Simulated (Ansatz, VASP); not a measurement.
## AlSn in VASP and in Ansatz

File INCAR:

```
ALGO     = Normal         # electronic algorithm
EDIFF    = 1E-7           # SCF threshold, eV
ENCUT    = 520            # plane-wave cutoff, eV
GGA      = PS             # functional
ISIF     = 2              # what is computed and relaxed
ISMEAR   = -1             # smearing method
LASPH    = T              # aspherical terms in the spheres
LCHARG   = T              # write CHGCAR
LELF     = T              # ELF
LREAL    = F              # projectors in reciprocal space
LVHAR    = T            
LWAVE    = F              # write WAVECAR
NBANDS   = 16             # bands
NELM     = 80             # most SCF steps
PREC     = Accurate       # precision mode
SIGMA    = 0.05           # smearing width, eV
```

Contents of KPOINTS:

```
k-points
0
Gamma
  10 10 11
```

File POSCAR:

```
AlSn
1.0
    4.1981056157      0.0000000000      0.0000000000
   -2.0990528078      3.6356661109      0.0000000000
    0.0000000000      0.0000000000      3.3068470000
Al Sn
1 1
Direct
    0.0000000000      0.0000000000      0.0000000000
    0.3333333333      0.6666666667      0.5000000000
```

Input for Ansatz:

```yaml
crystal:
  lattice:
    - [4.1981056157, 0.0, 0.0]
    - [-2.0990528078, 3.6356661109, 0.0]
    - [0.0, 0.0, 3.306847]
  atoms:
    - { symbol: Al, position: [0.0, 0.0, 0.0] }
    - { symbol: Sn, position: [0.3333333333, 0.6666666667, 0.5] }
kpoints:
  mp_grid: { grid: [10, 10, 11] }
  band_path:
    path:
      - [0.0, 0.0, 0.0]
      - [0.5, 0.0, 0.0]
      - [0.3333333333, 0.3333333333, 0.0]
      - [0.0, 0.0, 0.0]
      - [0.0, 0.0, 0.5]
      - [0.5, 0.0, 0.5]
      - [0.3333333333, 0.3333333333, 0.5]
      - [0.0, 0.0, 0.5]
      - [0.5, 0.0, 0.5]
    npoints: 14
scf:
  occupations: { method: fermi_dirac, width: 0.05 }
hamiltonian:
  xc: pbesol
  pseudopotentials: { kind: all_electron, lapw: { basis_error: 0.001 } }
output:
  forces: true
  stress: true
  eigenvalues: true
  populations: true
```

Alike in both runs: task single point; functional PBEsol; k mesh 10 × 10 × 11; occupations fermi-dirac, width 0.05 eV; no spin polarisation.

|  | VASP | Ansatz |
| --- | --- | --- |
| version | VASP 6.6.1 | Ansatz 0.2.0 |
| potentials or method | VASP PAW PBE potentials, release 64 (Al, Sn_d), cutoff 520 eV | all-electron LAPW, scalar-relativistic |

|  | VASP | Ansatz | Ansatz less VASP |
| --- | --- | --- | --- |
| pressure (GPa) | -2.0 | -2.0 | +0.04 |
| traceless stress, the component that is largest in VASP (GPa) | -0.16 | -0.16 | +0.004 |

VASP's potentials were made for PBE, not for PBEsol. Ansatz ran all-electron here, and VASP with PAW potentials.
